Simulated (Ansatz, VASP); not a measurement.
Two plane-wave programs on Rb2Al

```
Rb Al
1.0
     8.60486    0.00000    0.00000
     0.00000    8.60486    0.00000
     0.00000    0.00000    5.33621
Rb Al
4 2
Direct
  0.29550 0.29550 0.00000
  0.20450 0.79550 0.50000
  0.70450 0.70450 0.00000
  0.79550 0.20450 0.50000
  0.00000 0.00000 0.00000
  0.50000 0.50000 0.50000
```

Alike in both runs: functional PBE; k mesh 4 × 4 × 4; occupations gaussian, width 0.1 eV; no spin polarisation.

Ansatz relaxed the structure, and its values are those at the end. VASP's run is a single point on that final structure, the one shown.

|  | VASP | Ansatz |
| --- | --- | --- |
| version | VASP 6.6.1 | Ansatz 0.2.0 |
| potentials or method | VASP PAW PBE potentials, release 64 (Rb_sv, Al), cutoff 520 eV | scalar-relativistic, plane waves, PAW |
| valence electrons in the cell | 42 | 42 |

```csv
,VASP,Ansatz,Ansatz less VASP
gap on the k mesh at the Fermi level (eV),none,none,-
pressure (GPa),0.2,0.2,0.00
```

A gap of «none» marks a metal or a gap that the smearing closes.
